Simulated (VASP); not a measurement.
# GaSb (I-4m2) in VASP: notebook

GaSb is run at these levels: PBE; tasks: single point.

Program: VASP 6.6.1. These are calculated values, not measurements. Logs are shortened: lines on timing, memory, paths and dates and some standing lists are left out, and cuts for length are marked.

### 1 The cell of the first run

The structure is tetragonal, space group I-4m2 (No. 119). The conventional cell has a = 5.507 Å, b = 5.507 Å, c = 3.181 Å, α = 90.00°, β = 90.00°, γ = 90.00°. Sb (site symmetry -4m2) has 8 Ga at 2.87 to 3.64 Å and 2 Sb at 3.18 Å within 3.8 Å. Within 3.8 Å of Ga (site symmetry -4m2) lie 8 Sb at 2.87 to 3.64 Å and 2 Ga at 3.18 Å.

### 2 Single point, PBE

INCAR reads:

```
SYSTEM = GaSb
PREC = Accurate ; ENCUT = 520
EDIFF = 1E-6 ; ISMEAR = -1
SIGMA = 0.05 ; LREAL = .FALSE.
LASPH = .TRUE. ; NELM = 80
ALGO = Normal ; ISIF = 2
LWAVE = .FALSE. ; LCHARG = .FALSE.
GGA = PE ; NBANDS = 16
```

KPOINTS reads:

```
regular mesh
0
G
  10 10 10
  0 0 0
```

POSCAR reads:

```
GaSb
1.0
   -2.7534340000      2.7534340000      1.5907070000
    2.7534340000     -2.7534340000      1.5907070000
    2.7534340000      2.7534340000     -1.5907070000
Sb Ga
1 1
Direct
    0.0000000000      0.0000000000      0.0000000000
    0.7500000000      0.2500000000      0.5000000000
```

Potentials or basis: VASP PAW PBE potentials, release 64 (Sb, Ga_d).

On the command line:

```sh
$ cat potpaw_PBE.64/Sb/POTCAR potpaw_PBE.64/Ga_d/POTCAR > POTCAR
$ mpirun -np 1 vasp_std > vasp.out
```

OUTCAR:

```text
SYSTEM = GaSb
   PREC = Accurate
   ENCUT = 520
   EDIFF = 1E-6
   ISMEAR = -1
   LREAL = .FALSE.
   LASPH = .TRUE.
   NELM = 80
   ISIF = 2
   GGA = PE

 ion  position               nearest neighbor table
   1  0.000  0.000  0.000-   2 2.87   2 2.87   2 2.87   2 2.87
   2  0.750  0.250  0.500-   1 2.87   1 2.87   1 2.87   1 2.87

  LATTYP: Found a body centered tetragonal cell.
 ALAT       =     5.5068680000
 C/A-ratio  =     0.5777174975

  Lattice vectors:

 A1 = (  -2.7534340000,   2.7534340000,   1.5907070000)
 A2 = (   2.7534340000,  -2.7534340000,   1.5907070000)
 A3 = (   2.7534340000,   2.7534340000,  -1.5907070000)

Analysis of symmetry for initial positions (statically):
=====================================================================
 Subroutine PRICEL returns:
 Original cell was already a primitive cell.

 Routine SETGRP: Setting up the symmetry group for a
 body centered tetragonal supercell.

 Subroutine GETGRP returns: Found  8 space group operations
 (whereof  8 operations were pure point group operations)
 out of a pool of 16 trial point group operations.

The static configuration has the point symmetry D_2d.

Analysis of symmetry for dynamics (positions and initial velocities):
=====================================================================
 Subroutine PRICEL returns:
 Original cell was already a primitive cell.

 Routine SETGRP: Setting up the symmetry group for a
 body centered tetragonal supercell.

 Subroutine GETGRP returns: Found  8 space group operations
 (whereof  8 operations were pure point group operations)
 out of a pool of 16 trial point group operations.

The dynamic configuration has the point symmetry D_2d.

 Subroutine INISYM returns: Found  8 space group operations
 (whereof  8 operations are pure point group operations),
 and found     1 'primitive' translations

----------------------------------------------------------------------------------------

                                     Primitive cell

  volume of cell :      48.2391

  direct lattice vectors                    reciprocal lattice vectors
    -2.753434000  2.753434000  1.590707000     0.000000000  0.181591424  0.314325643
     2.753434000 -2.753434000  1.590707000     0.181591424  0.000000000  0.314325643
     2.753434000  2.753434000 -1.590707000     0.181591424  0.181591424  0.000000000

  length of vectors
     4.206322187  4.206322187  4.206322187     0.363009717  0.363009717  0.256809054

  position of ions in fractional coordinates (direct lattice)
     0.000000000  0.000000000  0.000000000
     0.750000000  0.250000000  0.500000000

  ion indices of the primitive-cell ions
   primitive index   ion index
                 1           1
                 2           2

----------------------------------------------------------------------------------------

 KPOINTS: regular mesh

Automatic generation of k-mesh.
 Grid dimensions read from file:
 generate k-points for:   10   10   10

 Generating k-lattice:

  Cartesian coordinates                     Fractional coordinates (reciprocal lattice)
     0.000000000  0.018159142  0.031432564     0.100000000 -0.000000000  0.000000000
     0.018159142  0.000000000  0.031432564    -0.000000000  0.100000000  0.000000000
     0.018159142  0.018159142  0.000000000     0.000000000  0.000000000  0.100000000

  Length of vectors
     0.036300972  0.036300972  0.025680905

  Shift w.r.t. Gamma in fractional coordinates (k-lattice)
     0.000000000  0.000000000  0.000000000

 Subroutine IBZKPT returns following result:
 ===========================================

 Found    102 irreducible k-points:

 Following reciprocal coordinates:
            Coordinates               Weight
  0.000000  0.000000  0.000000      1.000000
  0.100000 -0.000000  0.000000      8.000000
  0.200000 -0.000000  0.000000      8.000000
  0.300000  0.000000  0.000000      8.000000
  0.400000  0.000000 -0.000000      8.000000
  0.500000  0.000000  0.000000      4.000000
[... 16 lines left out ...]
  0.300000  0.300000  0.000000      8.000000
  0.400000  0.300000  0.000000     16.000000
 [... further k-points ...]
   k-points           NKPTS =    102   k-points in BZ     NKDIM =    102   number of bands    NBANDS=     16
   number of dos      NEDOS =    301   number of ions     NIONS =      2
   total plane-waves  NPLWV =  32768
   dimension x,y,z NGX =    32 NGY =   32 NGZ =   32
   dimension x,y,z NGXF=    64 NGYF=   64 NGZF=   64
   ions per type =               1   1
   NGX,Y,Z   is equivalent  to a cutoff of  12.65, 12.65, 12.65 a.u.
   NGXF,Y,Z  is equivalent  to a cutoff of  25.29, 25.29, 25.29 a.u.
 SYSTEM =  GaSb
   PREC   = accura    normal or accurate (medium, high low for compatibility)
   ISTART =      0    job   : 0-new  1-cont  2-samecut
   ICHARG =      2    charge: 1-file 2-atom 10-const
   ISPIN  =      1    spin polarized calculation?
   LNONCOLLINEAR =      F non collinear calculations
   LSORBIT =      F    spin-orbit coupling
   LASPH  =      T    aspherical Exc in radial PAW
   ENCUT  =  520.0 eV  38.22 Ry    6.18 a.u.   7.82  7.82  7.82*2*pi/ulx,y,z
   NELM   =     80;   NELMIN=  2; NELMDL= -5     # of ELM steps
   EDIFF  = 0.1E-05   stopping-criterion for ELM
   LREAL  =      F    real-space projection
   EDIFFG = 0.1E-04   stopping-criterion for IOM
   NSW    =      0    number of steps for IOM
   IBRION =     -1    ionic relax: 0-MD 1-quasi-New 2-CG
   NFREE  =      0    steps in history (QN), initial steepest desc. (CG)
   ISIF   =      2    stress and relaxation
   ISYM   =      2    0-nonsym 1-usesym 2-fastsym
   POTIM  = 0.5000    time-step for ionic-motion
   TEBEG  =    0.0;   TEEND  =   0.0 temperature during run
   PSTRESS=    0.0 pullay stress
   NELECT =      18.0000    total number of electrons
   NUPDOWN=      -1.0000    fix difference up-down
   EMIN   =  10.00;   EMAX   =-10.00  energy-range for DOS
   EFERMI =   0.00;   METHOD = LEGACY
   ISMEAR =    -1;   SIGMA  =   0.05  broadening in eV -4-tet -1-fermi 0-gaus
   EFERMI_NEDOS =   21; number of points for ismear=-14 and -15
   IALGO  =     38    algorithm
   IMIX   =      4    mixing-type and parameters
     AMIX     =   0.40;   BMIX     =  1.00
     AMIX_MAG =   1.60;   BMIX_MAG =  1.00
  volume/ion in A,a.u.               =      24.12       162.77
  Fermi-wavevector in a.u.,A,eV,Ry     =   1.178598  2.227228 18.899772  1.389094
  Thomas-Fermi vector in A             =   2.314924
   LORBIT       =      0    0 simple, 1 ext, 2 COOP (PROOUT), +10 PAW based schemes
   GGA     = PE    functional components
   LHFCALC =     F    Hartree Fock is set to
   AEXX    =    0.0000 exact exchange contribution
   IVDW    =     0    specifies the selected vdW correction
   LEPSILON=     F    determine dielectric tensor
   LRPA    =     F    only Hartree local field effects (RPA)
 non-spin polarized calculation
  energy-cutoff  :      520.00
  volume of cell :       48.24
 maximum number of plane-waves:      1314
   NGX = 15   NGY = 15   NGZ = 15

 number of electron      17.9999994 magnetization

 Free energy of the ion-electron system (eV)
  ---------------------------------------------------
  ext. energy  EPLUGINS =         0.00000000
  ---------------------------------------------------
  free energy    TOTEN  =        -6.99620266 eV

  energy without entropy =       -6.99141097  energy(sigma->0) =       -6.99380681

 E-fermi :   6.5436     XC(G=0): -10.2359

 val. band max:        6.5327659262   @ k =   0.4000   0.4000   0.1000
 cond. band min:       6.5446105259   @ k =   0.4000   0.4000   0.0000
 fundamental gap:      0.0118445997
 Fermi energy:         6.5436455341

 k-point     1 :       0.0000    0.0000    0.0000
  band No.  band energies     occupation
      1      -8.3702      2.00000
      2      -8.2897      2.00000
      3      -8.2824      2.00000
      4      -8.2597      2.00000
      5      -8.2597      2.00000
      6      -5.3834      2.00000
[... 8 lines left out ...]
     15      16.3617      0.00000
     16      17.2336      0.00000

 k-point     2 :       0.1000   -0.0000    0.0000
  band No.  band energies     occupation
      1      -8.3578      2.00000
      2      -8.2910      2.00000
      3      -8.2805      2.00000
      4      -8.2649      2.00000
      5      -8.2648      2.00000
      6      -5.1930      2.00000
[... 8 lines left out ...]
     15      15.9179      0.00000
     16      16.3370      0.00000

 k-point     3 :       0.2000   -0.0000    0.0000
  band No.  band energies     occupation
      1      -8.3258      2.00000
      2      -8.2947      2.00000
      3      -8.2816      2.00000
      4      -8.2778      2.00000
      5      -8.2720      2.00000
      6      -4.6263      2.00000
[... 8 lines left out ...]
     15      14.6204      0.00000
     16      16.1240      0.00000

 k-point     4 :       0.3000    0.0000    0.0000
  band No.  band energies     occupation
      1      -8.3081      2.00000
      2      -8.2978      2.00000
      3      -8.2929      2.00000
      4      -8.2785      2.00000
      5      -8.2660      2.00000
      6      -3.7078      2.00000
[... 8 lines left out ...]
     15      13.8444      0.00000
     16      16.8642      0.00000
[... 324 lines left out ...]
 k-point    22 :      -0.2000    0.2000    0.0000
  band No.  band energies     occupation
      1      -8.3668      2.00000
      2      -8.2966      2.00000
      3      -8.2783      2.00000
      4      -8.2604      2.00000
      5      -8.2566      2.00000
      6      -5.0390      2.00000
[... 8 lines left out ...]
     15      15.6320      0.00000
     16      16.6875      0.00000

 k-point    23 :       0.3000    0.3000    0.0000
  band No.  band energies     occupation
      1      -8.3198      2.00000
      2      -8.3103      2.00000
      3      -8.3008      2.00000
      4      -8.2588      2.00000
      5      -8.2468      2.00000
      6      -1.7632      2.00000
[... 8 lines left out ...]
     15      15.4248      0.00000
     16      17.2178      0.00000

 k-point    24 :       0.4000    0.3000    0.0000
  band No.  band energies     occupation
      1      -8.3135      2.00000
      2      -8.2992      2.00000
      3      -8.2923      2.00000
      4      -8.2767      2.00000
      5      -8.2609      2.00000
      6      -2.5990      2.00000
[... 8 lines left out ...]
     15      16.1960      0.00000
     16      17.1978      0.00000

 [... further k-points ...]
[... 5 lines left out ...]
  --------------------------------------------------------------------------------------
  -------------------------------------------------------------------------------------
  Total        0.1372451      0.1372451     -0.1545142      0.0000000      0.0000000      0.0000000
  in kB        4.5583539      4.5583539     -5.1319149      0.0000000      0.0000000      0.0000000
  external PRESSURE =       1.3282643 kB  Pullay stress =       0.0000000 kB

 VOLUME and BASIS-vectors are now :
 -----------------------------------------------------------------------------
  energy-cutoff  :      520.00
  volume of cell :       48.24
      direct lattice vectors                 reciprocal lattice vectors
    -2.753434000  2.753434000  1.590707000     0.000000000  0.181591424  0.314325643
     2.753434000 -2.753434000  1.590707000     0.181591424  0.000000000  0.314325643
     2.753434000  2.753434000 -1.590707000     0.181591424  0.181591424  0.000000000

 POSITION                                       TOTAL-FORCE (eV/Angst)
 -----------------------------------------------------------------------------------
      0.00000      0.00000      0.00000        -0.000000     -0.000000      0.000000
      0.00000      2.75343      0.79535         0.000000      0.000000     -0.000000
 -----------------------------------------------------------------------------------
    total drift:                               -0.000000      0.000000      0.000000

  FREE ENERGIE OF THE ION-ELECTRON SYSTEM (eV)
  ---------------------------------------------------
  free  energy   TOTEN  =        -6.9962026599 eV

  energy  without entropy=       -6.9914109657  energy(sigma->0) =       -6.99380681
```

It took 22 s on 1 thread of Intel Xeon 6975P-C (Granite Rapids), shared host; peak memory 0.22 GiB.

What came out:

| Item | Value |
| --- | --- |
| Free energy | -6.9962 eV |
| Pressure | 0.1 GPa |
| Band gap on the k mesh | zero (band 9 reaches 8.35 eV, above the bottom of band 10 at 3.85 eV) |

Caveat: spin-orbit coupling is left out, which moves the levels of the heavy elements.

### 3 Single point, PBE (volume scaled by 1.02)

INCAR reads:

```
PREC     = Accurate       # precision mode
ENCUT    = 520            # plane-wave cutoff, eV
EDIFF    = 1E-7           # SCF threshold, eV
ISMEAR   = -1             # smearing method
SIGMA    = 0.05           # smearing width, eV
LREAL    = F              # projectors in reciprocal space
LASPH    = T              # aspherical terms in the spheres
NELM     = 100            # most SCF steps
ALGO     = Normal         # electronic algorithm
ISIF     = 2              # what is computed and relaxed
LWAVE    = F              # write WAVECAR
LCHARG   = F              # write CHGCAR
GGA      = PE             # functional
NBANDS   = 16             # bands
```

KPOINTS reads:

```
Automatic mesh
0
Gamma
  10 10 10
```

POSCAR reads:

```
GaSb
1.0
   -2.7716691937      2.7716691937      1.6012417905
    2.7716691937     -2.7716691937      1.6012417905
    2.7716691937      2.7716691937     -1.6012417905
Sb Ga
1 1
Direct
    0.0000000000      0.0000000000      0.0000000000
    0.7500000000      0.2500000000      0.5000000000
```

Potentials or basis: VASP PAW PBE potentials, release 64 (Sb, Ga_d).

On the command line:

```sh
$ cat potpaw_PBE.64/Sb/POTCAR potpaw_PBE.64/Ga_d/POTCAR > POTCAR
$ mpirun -np 1 vasp_std > vasp.out
```

It took 27 s on 1 thread of Intel Xeon 6975P-C (Granite Rapids), shared host; peak memory 0.22 GiB.

The run converged. Its results:

```yaml
Free_energy: -6.9942 eV
Pressure: -0.8 GPa
Band_gap_on_the_k_mesh: zero (band 9 reaches 8.13 eV, above the bottom of band 10 at 3.70 eV)
```

Stress tensor (GPa, compression positive):
```
-0.56  0.00  0.00
 0.00 -0.56  0.00
 0.00  0.00 -1.37
```

Levels at points of the mesh, in eV from the Fermi level:
```
           k point  band 5  band 6  band 7  band 8  band 9  band 10  band 11  band 12  band 13  band 14
(0.00, 0.00, 0.00)  -14.78  -11.78   -2.97   -1.79   -1.79     3.50     4.88     7.02     7.02     7.39
(0.50, 0.00, 0.00)  -14.76   -8.26   -5.50   -2.42   -1.42    -1.08     2.46     3.25     5.06     8.00
(0.50, 0.50, 0.00)  -14.77  -10.35   -7.88    0.02    1.82     2.11     2.35     4.47     6.50     8.31
(0.50, 0.50, 0.50)  -14.77   -9.26   -5.83   -4.81   -4.81     3.38     4.91    10.17    10.17    12.37
```

Caveat: spin-orbit coupling is left out, which moves the levels of the heavy elements.
